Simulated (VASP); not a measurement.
# BP (F-43m) in VASP: single point with PBE

Aim: the single point of BP with PBE.

Everything below comes from runs of VASP 6.6.1. Logs are shortened: lines on timing, memory, paths and dates and some standing lists are left out, and cuts for length are marked.

## (1) The cell of the first run

It takes space group F-43m (No. 216, cubic). The conventional cell has a = 4.538 Å, b = 4.538 Å, c = 4.538 Å, α = 90.00°, β = 90.00°, γ = 90.00°. Within 2.6 Å of B (site symmetry -43m) lie 4 P at 1.97 Å. P (site symmetry -43m) has 4 B at 1.97 Å within 2.6 Å.

## (2) Single point, PBE

Input file INCAR:

```
PREC     = Accurate       # precision mode
ENCUT    = 500            # plane-wave cutoff, eV
EDIFF    = 1E-6           # SCF threshold, eV
ISMEAR   = -1             # smearing method
SIGMA    = 0.1            # smearing width, eV
LREAL    = F              # projectors in reciprocal space
LASPH    = T              # aspherical terms in the spheres
NELM     = 120            # most SCF steps
ALGO     = Normal         # electronic algorithm
ISIF     = 2              # what is computed and relaxed
LWAVE    = F              # write WAVECAR
LCHARG   = T              # write CHGCAR
GGA      = PE             # functional
LELF     = T              # ELF
LVHAR    = T            
NBANDS   = 11             # bands
GGA_COMPAT= F
```

Input file KPOINTS:

```
regular mesh
0
Gamma
  8 8 8
```

Input file POSCAR:

```
BP
1.0
    0.0000000000      2.2690000000      2.2690000000
    2.2690000000      0.0000000000      2.2690000000
    2.2690000000      2.2690000000      0.0000000000
B P
1 1
Direct
    0.0000000000      0.0000000000      0.0000000000
    0.2500000000      0.2500000000      0.2500000000
```

Potentials or basis: VASP PAW PBE potentials, release 64 (B, P).

Command:

```console
$ cat potpaw_PBE.64/B/POTCAR potpaw_PBE.64/P/POTCAR > POTCAR
$ mpirun -np 1 vasp_std > vasp.out
```

OUTCAR:

```text
PREC = Accurate
   ENCUT = 500
   EDIFF = 1E-6
   ISMEAR = -1
   LREAL = F
   LASPH = T
   NELM = 120
   ISIF = 2
   GGA = PE

 ion  position               nearest neighbor table
   1  0.000  0.000  0.000-   2 1.97   2 1.97   2 1.97   2 1.97
   2  0.250  0.250  0.250-   1 1.97   1 1.97   1 1.97   1 1.97

  LATTYP: Found a face centered cubic cell.
 ALAT       =     4.5380000000

  Lattice vectors:

 A1 = (   0.0000000000,   2.2690000000,   2.2690000000)
 A2 = (   2.2690000000,   0.0000000000,   2.2690000000)
 A3 = (   2.2690000000,   2.2690000000,   0.0000000000)

Analysis of symmetry for initial positions (statically):
=====================================================================
 Subroutine PRICEL returns:
 Original cell was already a primitive cell.

 Routine SETGRP: Setting up the symmetry group for a
 face centered cubic supercell.

 Subroutine GETGRP returns: Found 24 space group operations
 (whereof 24 operations were pure point group operations)
 out of a pool of 48 trial point group operations.

The static configuration has the point symmetry T_d .

Analysis of symmetry for dynamics (positions and initial velocities):
=====================================================================
 Subroutine PRICEL returns:
 Original cell was already a primitive cell.

 Routine SETGRP: Setting up the symmetry group for a
 face centered cubic supercell.

 Subroutine GETGRP returns: Found 24 space group operations
 (whereof 24 operations were pure point group operations)
 out of a pool of 48 trial point group operations.

The dynamic configuration has the point symmetry T_d .

 Subroutine INISYM returns: Found 24 space group operations
 (whereof 24 operations are pure point group operations),
 and found     1 'primitive' translations

----------------------------------------------------------------------------------------

                                     Primitive cell

  volume of cell :      23.3633

  direct lattice vectors                    reciprocal lattice vectors
     0.000000000  2.269000000  2.269000000    -0.220361393  0.220361393  0.220361393
     2.269000000  0.000000000  2.269000000     0.220361393 -0.220361393  0.220361393
     2.269000000  2.269000000  0.000000000     0.220361393  0.220361393 -0.220361393

  length of vectors
[... 79 lines left out ...]
   LASPH  =      T    aspherical Exc in radial PAW
   ENCUT  =  500.0 eV  36.75 Ry    6.06 a.u.   5.85  5.85  5.85*2*pi/ulx,y,z
   NELM   =    120;   NELMIN=  2; NELMDL= -5     # of ELM steps
   EDIFF  = 0.1E-05   stopping-criterion for ELM
   LREAL  =      F    real-space projection
[... 7 lines left out ...]
   TEBEG  =    0.0;   TEEND  =   0.0 temperature during run
   PSTRESS=    0.0 pullay stress
   NELECT =       8.0000    total number of electrons
   NUPDOWN=      -1.0000    fix difference up-down
   EMIN   =  10.00;   EMAX   =-10.00  energy-range for DOS
   EFERMI =   0.00;   METHOD = LEGACY
   ISMEAR =    -1;   SIGMA  =   0.10  broadening in eV -4-tet -1-fermi 0-gaus
   EFERMI_NEDOS =   21; number of points for ismear=-14 and -15
   IALGO  =     38    algorithm
   IMIX   =      4    mixing-type and parameters
     AMIX     =   0.40;   BMIX     =  1.00
     AMIX_MAG =   1.60;   BMIX_MAG =  1.00
  volume/ion in A,a.u.               =      11.68        78.83
  Fermi-wavevector in a.u.,A,eV,Ry     =   1.145320  2.164342 17.847562  1.311759
  Thomas-Fermi vector in A             =   2.282009
   LORBIT       =      0    0 simple, 1 ext, 2 COOP (PROOUT), +10 PAW based schemes
   GGA     = PE    functional components
   LHFCALC =     F    Hartree Fock is set to
   AEXX    =    0.0000 exact exchange contribution
   IVDW    =     0    specifies the selected vdW correction
   LEPSILON=     F    determine dielectric tensor
   LRPA    =     F    only Hartree local field effects (RPA)
 non-spin polarized calculation
  energy-cutoff  :      500.00
  volume of cell :       23.36
 maximum number of plane-waves:       609
   NGX = 11   NGY = 11   NGZ = 11

 number of electron       8.0000000 magnetization

 Free energy of the ion-electron system (eV)
  ---------------------------------------------------
  ext. energy  EPLUGINS =         0.00000000
  ---------------------------------------------------
  free energy    TOTEN  =       -12.92828784 eV

  energy without entropy =      -12.92823255  energy(sigma->0) =      -12.92826020

 E-fermi :   8.0248     XC(G=0): -10.9068

 val. band max:        7.4338076436   @ k =   0.0000   0.0000   0.0000
 cond. band min:       8.7028626729   @ k =   0.3750   0.3750   0.0000
 fundamental gap:      1.2690550293
 Fermi energy:         8.0248152318

 k-point     1 :       0.0000    0.0000    0.0000
  band No.  band energies     occupation
      1      -8.0269      2.00000
      2       7.4338      1.99459
      3       7.4338      1.99459
      4       7.4338      1.99459
      5      10.8341      0.00000
      6      10.8341      0.00000
      7      10.8341      0.00000
      8      14.8081      0.00000
      9      18.9463      0.00000
     10      19.5619      0.00000
     11      19.5619      0.00000
[... 309 lines left out ...]
 k-point    24 :      -0.3750    0.2500    0.1250
  band No.  band energies     occupation
      1      -4.0446      2.00000
      2      -1.0146      2.00000
      3       2.9069      2.00000
      4       4.3179      2.00000
      5      11.6257      0.00000
      6      12.6324      0.00000
      7      15.7429      0.00000
      8      17.2235      0.00000
      9      17.8883      0.00000
     10      21.8537      0.00000
     11      24.2856      0.00000

 [... further k-points ...]

------------------------ aborting loop because EDIFF is reached ----------------------------------------

  FORCE on cell =-STRESS in cart. coord.  units (eV):
  Direction    XX          YY          ZZ          XY          YZ          ZX
  --------------------------------------------------------------------------------------
  -------------------------------------------------------------------------------------
  Total        0.1332413      0.1332413      0.1332413     -0.0000000      0.0000000      0.0000000
  in kB        9.1372571      9.1372571      9.1372571     -0.0000000      0.0000000      0.0000000
  external PRESSURE =       9.1372571 kB  Pullay stress =       0.0000000 kB

 VOLUME and BASIS-vectors are now :
 -----------------------------------------------------------------------------
  energy-cutoff  :      500.00
  volume of cell :       23.36
      direct lattice vectors                 reciprocal lattice vectors
     0.000000000  2.269000000  2.269000000    -0.220361393  0.220361393  0.220361393
     2.269000000  0.000000000  2.269000000     0.220361393 -0.220361393  0.220361393
     2.269000000  2.269000000  0.000000000     0.220361393  0.220361393 -0.220361393

 POSITION                                       TOTAL-FORCE (eV/Angst)
 -----------------------------------------------------------------------------------
      0.00000      0.00000      0.00000        -0.000000     -0.000000      0.000000
      1.13450      1.13450      1.13450         0.000000      0.000000     -0.000000
 -----------------------------------------------------------------------------------
    total drift:                                0.000000      0.000000      0.000000

  FREE ENERGIE OF THE ION-ELECTRON SYSTEM (eV)
  ---------------------------------------------------
  free  energy   TOTEN  =       -12.9282878400 eV

  energy  without entropy=      -12.9282325539  energy(sigma->0) =      -12.92826020
```

OSZICAR:

```text
N       E                     dE             d eps       ncg     rms          rms(c)
DAV:   1     0.731123216718E+01    0.73112E+01   -0.36651E+03   646   0.626E+02
DAV:   2    -0.131016900325E+02   -0.20413E+02   -0.19711E+02   811   0.108E+02
DAV:   3    -0.136344875219E+02   -0.53280E+00   -0.53160E+00   818   0.148E+01
DAV:   4    -0.136365134178E+02   -0.20259E-02   -0.20256E-02   714   0.106E+00
DAV:   5    -0.136365235819E+02   -0.10164E-04   -0.10165E-04   795   0.746E-02    0.721E+00
DAV:   6    -0.130265457421E+02    0.60998E+00   -0.13909E+00   713   0.510E+00    0.388E+00
DAV:   7    -0.129355968535E+02    0.90949E-01   -0.23307E-01   791   0.240E+00    0.133E+00
DAV:   8    -0.129277583424E+02    0.78385E-02   -0.26724E-02   736   0.930E-01    0.194E-01
DAV:   9    -0.129280788368E+02   -0.32049E-03   -0.71216E-04   730   0.180E-01    0.125E-01
DAV:  10    -0.129282760088E+02   -0.19717E-03   -0.24768E-04   711   0.987E-02    0.282E-02
DAV:  11    -0.129282868460E+02   -0.10837E-04   -0.11837E-05   807   0.225E-02    0.337E-02
DAV:  12    -0.129282878400E+02   -0.99400E-06   -0.47941E-06   710   0.107E-02
   1 F= -.12928288E+02 E0= -.12928260E+02  d E =-.552861E-04
```

Wall time 7.1 s (1 thread of Intel Xeon Platinum 8375C at 2.90GHz (Ice Lake), shared host); peak memory 0.13 GiB.

Results:

```yaml
Free_energy: -12.9283 eV
Pressure: 0.9 GPa
Band_gap_on_the_k_mesh: 1.27 eV (least direct gap 3.40 eV)
```
